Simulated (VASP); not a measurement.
Co:

```
Co
1.0
     2.50740    0.00000    0.00000
    -1.25370    2.17147    0.00000
     0.00000    0.00000    4.06990
Co
2
Direct
  0.33333 0.66667 0.25000
  0.66667 0.33333 0.75000
```

Base run:

```yaml
Program: VASP 6.6.1
Functional: PBE
Potentials_or_basis: VASP PAW PBE potentials, release 64 (Co)
Cutoff: 520 eV
k_mesh: 12 × 12 × 7
Occupations: fermi-dirac, width 0.1 eV
Spin: no spin polarisation
```

Its results: band gap on the k mesh zero (band 9 reaches 10.17 eV, above the bottom of band 10 at 8.84 eV); pressure -14.6 GPa.

Problem. The run is repeated on the same cell with these changes: spin from no spin polarisation to collinear spin, antiferromagnetic start; further incar settings from ALGO = Normal; EDIFF = 1e-06; NBANDS = 16 to ALGO = Normal; EDIFF = 1e-07; NBANDS = 20. What comes out?

Solution. Band gap on the k mesh zero (filled and empty bands overlap); pressure -10.2 GPa; net moment 0.00 μB per cell; site moments Co +0.94, -0.94 μB.
